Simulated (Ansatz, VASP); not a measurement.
**Zn3C in VASP and in Ansatz**

File INCAR:

```
ALGO = Normal
EDIFF = 1E-6
EDIFFG = -0.04
ENCUT = 600
GGA = PE
IBRION = 2
ISIF = 3
ISMEAR = 0
LASPH = True
LCHARG = False
LREAL = False
LWAVE = False
NELM = 80
NSW = 90
PREC = Accurate
SIGMA = 0.1
```

File KPOINTS:

```
k-points
0
Gamma
  3 3 4
```

Contents of POSCAR:

```
Zn3C
1.0
    6.0679273100      0.0000000000      0.0000000000
   -3.0339636500      5.2549792000      0.0000000000
    0.0000000000      0.0000000000      4.7492761000
Zn C
6 2
Direct
    0.3331942900      0.1665971400      0.7500000000
    0.8334028600      0.1665971400      0.7500000000
    0.8334028600      0.6668057100      0.7500000000
    0.6668057100      0.8334028600      0.2500000000
    0.1665971400      0.8334028600      0.2500000000
    0.1665971400      0.3331942900      0.2500000000
    0.6666666700      0.3333333300      0.2500000000
    0.3333333300      0.6666666700      0.7500000000
```

Input for Ansatz:

```yaml
crystal:
  lattice:
    - [6.06792731, 0.0, 0.0]
    - [-3.03396365, 5.2549792, 0.0]
    - [0.0, 0.0, 4.7492761]
  atoms:
    - { symbol: Zn, position: [0.33319429, 0.16659714, 0.75] }
    - { symbol: Zn, position: [0.83340286, 0.16659714, 0.75] }
    - { symbol: Zn, position: [0.83340286, 0.66680571, 0.75] }
    - { symbol: Zn, position: [0.66680571, 0.83340286, 0.25] }
    - { symbol: Zn, position: [0.16659714, 0.83340286, 0.25] }
    - { symbol: Zn, position: [0.16659714, 0.33319429, 0.25] }
    - { symbol: C, position: [0.66666667, 0.33333333, 0.25] }
    - { symbol: C, position: [0.33333333, 0.66666667, 0.75] }
basis:
  ecutwfc: 420
kpoints:
  mp_grid: { grid: [3, 3, 4] }
hamiltonian:
  xc: pbe
scf:
  occupations: { method: gaussian, width: 0.1 }
  lower_state_search: "off"
output:
  forces: true
  stress: true
  eigenvalues: true
relax:
  adjacent_minimum: "off"
  f_tol: 0.04
  max_steps: 70
  cell: { stress_tol: 0.4 }
```

Change from the starting cell: species swapped into the Pm3Pr type (P6_3/mmc, No. 194).

Alike in both runs: task relaxation of cell and atoms; functional PBE; k mesh 3 × 3 × 4; occupations gaussian, width 0.1 eV; no spin polarisation.

|  | VASP | Ansatz |
| --- | --- | --- |
| version | VASP 6.6.1 | Ansatz 0.2.0 |
| potentials or method | VASP PAW PBE potentials, release 64 (Zn, C), cutoff 600 eV | scalar-relativistic, plane waves, PAW |
| valence electrons in the cell | 80 | 80 |

VASP gave:

* gap on the k mesh at the Fermi level, each at its own relaxed structure (eV): none
* relaxed volume (Å³/atom): 12.96
* relaxed length of the cell vector where the two differ most in proportion (Å): 4.060

Q: What did Ansatz give for the same quantities?

A: gap on the k mesh at the Fermi level, each at its own relaxed structure (eV): none; relaxed volume (Å³/atom): 14.15; relaxed length of the cell vector where the two differ most in proportion (Å): 2.800.

A gap of «none» marks a metal or a gap that the smearing closes. One of these differences is far larger than is usual between the two programs; its cause wasn't traced.

The k mesh is coarse, so the values compare programs but aren't converged. Noted on VASP's run: the volume moved by over 15 % at a fixed basis, so the end points are rough.
